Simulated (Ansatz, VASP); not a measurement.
# One calculation of Se, two programs

```xyz
1
Lattice="-1.6706 1.6706 1.6706 1.6706 -1.6706 1.6706 1.6706 1.6706 -1.6706" Properties=species:S:1:pos:R:3 pbc="T T T"
Se    0.0000    0.0000    0.0000
```

Alike in both runs: task single point; functional PBEsol; k mesh 18 × 18 × 18; occupations gaussian, width 0.1 eV; no spin polarisation.

|  | VASP | Ansatz |
| --- | --- | --- |
| version | VASP 6.6.1 | Ansatz 0.2.0 |
| potentials or method | VASP PAW PBE potentials, release 64 (Se), cutoff 520 eV | scalar-relativistic, plane waves, PAW |
| valence electrons in the cell | 6 | 16 |

```csv
,VASP,Ansatz,Ansatz less VASP
gap on the k mesh at the Fermi level (eV),none,none,-
pressure (GPa),3.0,2.8,-0.13
```

VASP's potentials were made for PBE, not for PBEsol. A gap of «none» marks a metal or a gap that the smearing closes. VASP's potentials hold 6 valence electrons a cell and Ansatz's 16, so a difference there can come from the potentials and not from the codes.
